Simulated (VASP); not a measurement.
CuI:

```xyz
2
Lattice="0.0000 2.9905 2.9905 2.9905 0.0000 2.9905 2.9905 2.9905 0.0000" Properties=species:S:1:pos:R:3 pbc="T T T"
I     0.0000    0.0000    0.0000
Cu    4.4858    4.4858    4.4858
```

Base run:

- Program: VASP 6.6.1
- Functional: SVWN5
- Potentials or basis: VASP PAW PBE potentials, release 64 (I, Cu)
- Cutoff: 520 eV
- k mesh: 8 × 8 × 8
- Occupations: fermi-dirac, width 0.05 eV
- Spin: no spin polarisation

Its results: band gap on the k mesh 1.07 eV; pressure -2.8 GPa.

Question: The run is repeated on the same cell with these changes: functional from SVWN5 to RPBE. What comes out?

Answer: Band gap on the k mesh 1.39 eV; pressure 4.3 GPa.

RPBE binds less tightly than SVWN5, so the same cell stands under more pressure.

Caveats: the PAW data sets were made with another functional, which shifts forces and pressure a little; spin-orbit coupling is left out, which moves the levels of the heavy elements; the cell stands under pressure (at least some runs).

